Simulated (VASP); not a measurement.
# Na2H3 (R-3c) in VASP: further runs

Runs on Na2H3. Level: PBE. Tasks: single point.

Program: VASP 6.6.1. These are calculated values, not measurements. Logs are shortened: lines on timing, memory, paths and dates and some standing lists are left out, and cuts for length are marked.

## (1) The cell of the first run

It takes space group R-3c (No. 167, trigonal). The conventional cell has a = 6.078 Å, b = 6.078 Å, c = 13.114 Å, α = 90.00°, β = 90.00°, γ = 120.00°. Na (site symmetry 3) has 6 H at 2.25 to 2.36 Å and 1 Na at 3.12 Å within 3.2 Å. Within 3.1 Å of H (site symmetry 2) lie 4 Na at 2.25 to 2.36 Å and 8 H at 2.85 to 3.08 Å.

## (2) Single point, PBE

The input, INCAR:

```
  PREC = Accurate
  ENCUT = 520
  EDIFF = 1E-6
  ISMEAR = 0
  SIGMA = 0.1
  LREAL = F
  LASPH = T
  NELM = 100
  ALGO = Normal
  ISIF = 2
  LWAVE = F
  LCHARG = F
  GGA = PE
  NBANDS = 28
```

The input, KPOINTS:

```
regular mesh
0
Gamma
  6 6 6
```

The input, POSCAR:

```
Na2H3
1.0
    3.0388242242      1.7544659838      4.3712163656
   -3.0388242242      1.7544659838      4.3712163656
    0.0000000000     -3.5089319677      4.3712163655
Na H
4 6
Direct
    0.8688630505      0.8688630505      0.8688630505
    0.6311369495      0.6311369495      0.6311369495
    0.1311369495      0.1311369495      0.1311369495
    0.3688630505      0.3688630505      0.3688630505
    0.0426215636      0.4573784364      0.7500000000
    0.7500000000      0.0426215636      0.4573784364
    0.4573784364      0.7500000000      0.0426215636
    0.9573784364      0.5426215636      0.2500000000
    0.2500000000      0.9573784364      0.5426215636
    0.5426215636      0.2500000000      0.9573784364
```

Potentials or basis: VASP PAW PBE potentials, release 64 (Na_pv, H).

On the command line:

```console
$ cat potpaw_PBE.64/Na_pv/POTCAR potpaw_PBE.64/H/POTCAR > POTCAR
$ mpirun -np 1 vasp_std > vasp.out
```

OUTCAR:

```text
PREC = Accurate
   ENCUT = 520
   EDIFF = 1E-6
   ISMEAR = 0
   LREAL = F
   LASPH = T
   NELM = 100
   ISIF = 2
   GGA = PE

 ion  position               nearest neighbor table
   1  0.869  0.869  0.869-
   2  0.631  0.631  0.631-
   3  0.131  0.131  0.131-
   4  0.369  0.369  0.369-
   5  0.043  0.457  0.750-
   6  0.750  0.043  0.457-
   7  0.457  0.750  0.043-
   8  0.957  0.543  0.250-
   9  0.250  0.957  0.543-
  10  0.543  0.250  0.957-

  LATTYP: Found a trigonal (rhomboedric) cell.
 ALAT       =     5.6053667203
 COS(alpha) =     0.4121952467

  Lattice vectors:

 A1 = (   3.0388242242,   1.7544659838,   4.3712163656)
 A2 = (  -3.0388242242,   1.7544659838,   4.3712163656)
 A3 = (   0.0000000000,  -3.5089319677,   4.3712163655)

Analysis of symmetry for initial positions (statically):
=====================================================================
 Subroutine PRICEL returns:
 Original cell was already a primitive cell.

 Routine SETGRP: Setting up the symmetry group for a
 trigonal (rhombohedral) supercell.

 Subroutine GETGRP returns: Found 12 space group operations
 (whereof  6 operations were pure point group operations)
 out of a pool of 12 trial point group operations.

The static configuration has the point symmetry S_6 .
 The point group associated with its full space group is D_3d.

Analysis of symmetry for dynamics (positions and initial velocities):
=====================================================================
 Subroutine PRICEL returns:
 Original cell was already a primitive cell.

 Routine SETGRP: Setting up the symmetry group for a
 trigonal (rhombohedral) supercell.

 Subroutine GETGRP returns: Found 12 space group operations
 (whereof  6 operations were pure point group operations)
 out of a pool of 12 trial point group operations.

The dynamic configuration has the point symmetry S_6 .
 The point group associated with its full space group is D_3d.

 Subroutine INISYM returns: Found 12 space group operations
 (whereof  6 operations are pure point group operations),
 and found     1 'primitive' translations

----------------------------------------------------------------------------------------

                                     Primitive cell

  volume of cell :     139.8312

  direct lattice vectors                    reciprocal lattice vectors
     3.038824224  1.754465984  4.371216366     0.164537322  0.094995667  0.076256425
    -3.038824224  1.754465984  4.371216366    -0.164537322  0.094995667  0.076256425
     0.000000000 -3.508931968  4.371216365     0.000000000 -0.189991334  0.076256425

  length of vectors
     5.605366720  5.605366720  5.605366720     0.204723593  0.204723593  0.204723593

  position of ions in fractional coordinates (direct lattice)
     0.868863051  0.868863051  0.868863051
     0.631136949  0.631136949  0.631136949
     0.131136949  0.131136949  0.131136949
     0.368863051  0.368863051  0.368863051
     0.042621564  0.457378436  0.750000000
     0.750000000  0.042621564  0.457378436
     0.457378436  0.750000000  0.042621564
     0.957378436  0.542621564  0.250000000
     0.250000000  0.957378436  0.542621564
     0.542621564  0.250000000  0.957378436

  ion indices of the primitive-cell ions
   primitive index   ion index
                 1           1
                 2           2
                 3           3
                 4           4
                 5           5
                 6           6
                 7           7
                 8           8
                 9           9
                10          10

----------------------------------------------------------------------------------------

 KPOINTS: regular mesh

Automatic generation of k-mesh.
 Grid dimensions read from file:
 generate k-points for:    6    6    6

 Generating k-lattice:

  Cartesian coordinates                     Fractional coordinates (reciprocal lattice)
     0.027422887  0.015832611  0.012709404     0.166666667 -0.000000000 -0.000000000
    -0.027422887  0.015832611  0.012709404    -0.000000000  0.166666667 -0.000000000
     0.000000000 -0.031665222  0.012709404     0.000000000  0.000000000  0.166666667

  Length of vectors
     0.034120599  0.034120599  0.034120599

  Shift w.r.t. Gamma in fractional coordinates (k-lattice)
     0.000000000  0.000000000  0.000000000

 Subroutine IBZKPT returns following result:
 ===========================================

 Found     32 irreducible k-points:

 Following reciprocal coordinates:
            Coordinates               Weight
  0.000000  0.000000  0.000000      1.000000
  0.166667 -0.000000  0.000000      6.000000
  0.333333 -0.000000  0.000000      6.000000
  0.500000  0.000000  0.000000      3.000000
  0.166667  0.166667  0.000000      6.000000
  0.333333  0.166667  0.000000     12.000000
[... 16 lines left out ...]
  0.500000  0.500000  0.166667      6.000000
 -0.333333  0.500000  0.166667     12.000000
 [... further k-points ...]
   k-points           NKPTS =     32   k-points in BZ     NKDIM =     32   number of bands    NBANDS=     28
   number of dos      NEDOS =    301   number of ions     NIONS =     10
   total plane-waves  NPLWV =  74088
   dimension x,y,z NGX =    42 NGY =   42 NGZ =   42
   dimension x,y,z NGXF=    84 NGYF=   84 NGZF=   84
   ions per type =               4   6
   NGX,Y,Z   is equivalent  to a cutoff of  12.46, 12.46, 12.46 a.u.
   NGXF,Y,Z  is equivalent  to a cutoff of  24.91, 24.91, 24.91 a.u.
 SYSTEM =  unknown system
   PREC   = accura    normal or accurate (medium, high low for compatibility)
   ISTART =      0    job   : 0-new  1-cont  2-samecut
   ICHARG =      2    charge: 1-file 2-atom 10-const
   ISPIN  =      1    spin polarized calculation?
   LNONCOLLINEAR =      F non collinear calculations
   LSORBIT =      F    spin-orbit coupling
   LASPH  =      T    aspherical Exc in radial PAW
   ENCUT  =  520.0 eV  38.22 Ry    6.18 a.u.  10.42 10.42 10.42*2*pi/ulx,y,z
   NELM   =    100;   NELMIN=  2; NELMDL= -5     # of ELM steps
   EDIFF  = 0.1E-05   stopping-criterion for ELM
   LREAL  =      F    real-space projection
   EDIFFG = 0.1E-04   stopping-criterion for IOM
   NSW    =      0    number of steps for IOM
   IBRION =     -1    ionic relax: 0-MD 1-quasi-New 2-CG
   NFREE  =      0    steps in history (QN), initial steepest desc. (CG)
   ISIF   =      2    stress and relaxation
   ISYM   =      2    0-nonsym 1-usesym 2-fastsym
   POTIM  = 0.5000    time-step for ionic-motion
   TEBEG  =    0.0;   TEEND  =   0.0 temperature during run
   PSTRESS=    0.0 pullay stress
   NELECT =      34.0000    total number of electrons
   NUPDOWN=      -1.0000    fix difference up-down
   EMIN   =  10.00;   EMAX   =-10.00  energy-range for DOS
   EFERMI =   0.00;   METHOD = LEGACY
   ISMEAR =     0;   SIGMA  =   0.10  broadening in eV -4-tet -1-fermi 0-gaus
   EFERMI_NEDOS =   21; number of points for ismear=-14 and -15
   IALGO  =     38    algorithm
   IMIX   =      4    mixing-type and parameters
     AMIX     =   0.40;   BMIX     =  1.00
     AMIX_MAG =   1.60;   BMIX_MAG =  1.00
  volume/ion in A,a.u.               =      13.98        94.36
  Fermi-wavevector in a.u.,A,eV,Ry     =   1.021801  1.930924 14.205542  1.044078
  Thomas-Fermi vector in A             =   2.155446
   LORBIT       =      0    0 simple, 1 ext, 2 COOP (PROOUT), +10 PAW based schemes
   GGA     = PE    functional components
   LHFCALC =     F    Hartree Fock is set to
   AEXX    =    0.0000 exact exchange contribution
   IVDW    =     0    specifies the selected vdW correction
   LEPSILON=     F    determine dielectric tensor
   LRPA    =     F    only Hartree local field effects (RPA)
 non-spin polarized calculation
 Gauss-broadening in eV      SIGMA  =   0.10
  energy-cutoff  :      520.00
  volume of cell :      139.83
 maximum number of plane-waves:      3815
 NGX is ok and might be reduce to    42
   NGX = 21   NGY = 21   NGZ = 21

 number of electron      33.9999964 magnetization

 Free energy of the ion-electron system (eV)
  ---------------------------------------------------
  ext. energy  EPLUGINS =         0.00000000
  ---------------------------------------------------
  free energy    TOTEN  =       -22.20078339 eV

  energy without entropy =      -22.17240700  energy(sigma->0) =      -22.18659520

 E-fermi :  -1.7939     XC(G=0):  -7.4349

 val. band max:       -1.8032738151   @ k =  -0.3333   0.5000   0.3333
 cond. band min:      -1.7530757945   @ k =   0.3333   0.3333   0.0000
 fundamental gap:      0.0501980206
 Fermi energy:        -1.7939319001

 k-point     1 :       0.0000    0.0000    0.0000
  band No.  band energies     occupation
      1     -23.8393      2.00000
      2     -23.8262      2.00000
      3     -23.7892      2.00000
      4     -23.7646      2.00000
      5     -23.7558      2.00000
      6     -23.7558      2.00000
[... 20 lines left out ...]
     27       8.5257      0.00000
     28       9.7363      0.00000

 k-point     2 :       0.1667   -0.0000    0.0000
  band No.  band energies     occupation
      1     -23.8388      2.00000
      2     -23.8279      2.00000
      3     -23.7874      2.00000
      4     -23.7660      2.00000
      5     -23.7587      2.00000
      6     -23.7559      2.00000
[... 20 lines left out ...]
     27       8.5847      0.00000
     28       8.8741      0.00000

 k-point     3 :       0.3333   -0.0000    0.0000
  band No.  band energies     occupation
      1     -23.8372      2.00000
      2     -23.8313      2.00000
      3     -23.7831      2.00000
      4     -23.7703      2.00000
      5     -23.7591      2.00000
      6     -23.7564      2.00000
[... 616 lines left out ...]
      3     -23.7860      2.00000
      4     -23.7719      2.00000
      5     -23.7690      2.00000
      6     -23.7583      2.00000
[... 20 lines left out ...]
     27       8.3260      0.00000
     28       8.8685      0.00000

 k-point    24 :      -0.3333    0.5000    0.1667
  band No.  band energies     occupation
      1     -23.8408      2.00000
      2     -23.8290      2.00000
      3     -23.7813      2.00000
      4     -23.7720      2.00000
      5     -23.7693      2.00000
      6     -23.7592      2.00000
[... 20 lines left out ...]
     27       8.2947      0.00000
     28       8.7973      0.00000

 [... further k-points ...]

------------------------ aborting loop because EDIFF is reached ----------------------------------------

  FORCE on cell =-STRESS in cart. coord.  units (eV):
  Direction    XX          YY          ZZ          XY          YZ          ZX
  --------------------------------------------------------------------------------------
  -------------------------------------------------------------------------------------
  Total        0.0998039      0.0998039     -0.1793630      0.0000000      0.0000000      0.0000000
  in kB        1.1435470      1.1435470     -2.0551302      0.0000000      0.0000000      0.0000000
  external PRESSURE =       0.0773212 kB  Pullay stress =       0.0000000 kB

 VOLUME and BASIS-vectors are now :
 -----------------------------------------------------------------------------
  energy-cutoff  :      520.00
  volume of cell :      139.83
      direct lattice vectors                 reciprocal lattice vectors
     3.038824224  1.754465984  4.371216366     0.164537322  0.094995667  0.076256425
    -3.038824224  1.754465984  4.371216366    -0.164537322  0.094995667  0.076256425
     0.000000000 -3.508931968  4.371216365     0.000000000 -0.189991334  0.076256425

 POSITION                                       TOTAL-FORCE (eV/Angst)
 -----------------------------------------------------------------------------------
      0.00000     -0.00000     11.39397        -0.000000     -0.000000      0.007891
      0.00000     -0.00000      8.27651        -0.000000      0.000000     -0.007891
      0.00000     -0.00000      1.71968        -0.000000      0.000000     -0.007891
      0.00000     -0.00000      4.83714        -0.000000     -0.000000      0.007891
     -1.26037     -1.75447      5.46402         0.003621      0.000000     -0.000000
      2.14960     -0.21428      5.46402        -0.001810      0.003136      0.000000
     -0.88923      1.96875      5.46402        -0.001810     -0.003136     -0.000000
      1.26037      1.75447      7.64963        -0.003621      0.000000     -0.000000
     -2.14960      0.21428      7.64963         0.001810     -0.003136     -0.000000
      0.88923     -1.96875      7.64963         0.001810      0.003136      0.000000
 -----------------------------------------------------------------------------------
    total drift:                                0.000000     -0.000000      0.000000

  FREE ENERGIE OF THE ION-ELECTRON SYSTEM (eV)
  ---------------------------------------------------
  free  energy   TOTEN  =       -22.2007833938 eV

  energy  without entropy=      -22.1724069985  energy(sigma->0) =      -22.18659520
```

It took 1.9 min on 1 thread of Intel Xeon Platinum 8488C (Sapphire Rapids), shared host; peak memory 0.3 GiB.

Results:

```
Free energy            : -22.2008 eV
Pressure               : 0.0 GPa
Largest force          : 0.008 eV/Å
Band gap on the k mesh : zero (bands 17 and 18 overlap by 0.72 eV)
```

Forces on the atoms (eV/Å):
```
Na   0.000  0.000  0.008
Na   0.000  0.000 -0.008
Na   0.000  0.000 -0.008
Na   0.000  0.000  0.008
H    0.004  0.000  0.000
H   -0.002  0.003  0.000
H   -0.002 -0.003  0.000
H   -0.004  0.000  0.000
H    0.002 -0.003  0.000
H    0.002  0.003  0.000
```

Stress tensor (GPa, compression positive):
```
 0.11  0.00  0.00
 0.00  0.11  0.00
 0.00  0.00 -0.21
```

## (3) Single point, PBE

This run uses another cell than the first one, of 12.14 Å³/atom.

The input, INCAR:

```
SYSTEM = Na2H3
PREC = Accurate
ENCUT = 520
EDIFF = 1E-6
ISMEAR = 0
SIGMA = 0.1
LREAL = .False.
LASPH = .True.
NELM = 100
ALGO = Normal
ISIF = 2
LWAVE = .False.
LCHARG = .True.
GGA = PE
LELF = .True.
LVHAR = .True.
NBANDS = 28
```

The input, KPOINTS:

```
regular mesh
0
Gamma
  6 6 6
  0 0 0
```

The input, POSCAR:

```
Na2H3
1.0
    2.6804539433      1.5475608057      4.8788287022
   -2.6804539433      1.5475608057      4.8788287022
    0.0000000000     -3.0951216115      4.8788287022
Na H
4 6
Direct
    0.8521800000      0.8521800000      0.8521800000
    0.6478200000      0.6478200000      0.6478200000
    0.1478200000      0.1478200000      0.1478200000
    0.3521800000      0.3521800000      0.3521800000
    0.0562500000      0.4437500000      0.7500000000
    0.7500000000      0.0562500000      0.4437500000
    0.4437500000      0.7500000000      0.0562500000
    0.9437500000      0.5562500000      0.2500000000
    0.2500000000      0.9437500000      0.5562500000
    0.5562500000      0.2500000000      0.9437500000
```

Potentials or basis: VASP PAW PBE potentials, release 64 (Na_pv, H).

On the command line:

```console
$ cat potpaw_PBE.64/Na_pv/POTCAR potpaw_PBE.64/H/POTCAR > POTCAR
$ mpirun -np 1 vasp_std > vasp.out
```

It took 2.3 min on 1 thread of Intel Xeon Platinum 8488C (Sapphire Rapids), shared host; peak memory 0.34 GiB.

It converged, with:

```yaml
Free_energy: -21.4798 eV
Pressure: 6.0 GPa
Largest_force: 0.195 eV/Å
Band_gap_on_the_k_mesh: zero (bands 17 and 18 overlap by 0.31 eV)
```

Forces on the atoms (eV/Å):
```
Na   0.000  0.000  0.188
Na   0.000  0.000 -0.188
Na   0.000  0.000 -0.188
Na   0.000  0.000  0.188
H   -0.195  0.000  0.000
H    0.098 -0.169  0.000
H    0.098  0.169  0.000
H    0.195  0.000  0.000
H   -0.098  0.169  0.000
H   -0.098 -0.169  0.000
```

Stress tensor (GPa, compression positive):
```
6.46 0.00 0.00
0.00 6.46 0.00
0.00 0.00 5.11
```

Levels at points of the mesh, in eV from the Fermi level:
| k point | band 13 | band 14 | band 15 | band 16 | band 17 | band 18 | band 19 | band 20 | band 21 | band 22 |
| --- | --- | --- | --- | --- | --- | --- | --- | --- | --- | --- |
| (0.00, 0.00, 0.00) | -4.11 | -0.61 | -0.07 | -0.07 | 0.04 | 0.04 | 5.30 | 6.65 | 6.65 | 7.18 |
| (0.50, 0.00, 0.00) | -2.53 | -2.53 | -0.36 | -0.36 | -0.15 | -0.15 | 5.75 | 5.75 | 7.12 | 7.12 |
| (0.50, 0.50, 0.00) | -2.37 | -1.86 | -1.04 | -0.84 | -0.67 | 0.05 | 5.66 | 7.40 | 7.97 | 8.20 |
| (0.50, 0.50, 0.50) | -2.78 | -2.78 | -0.07 | -0.07 | -0.07 | -0.07 | 6.75 | 6.75 | 7.59 | 7.59 |

Caveat: the cell stands under pressure.

The gap in the log of VASP goes by the Fermi energy; the results here count the filled bands.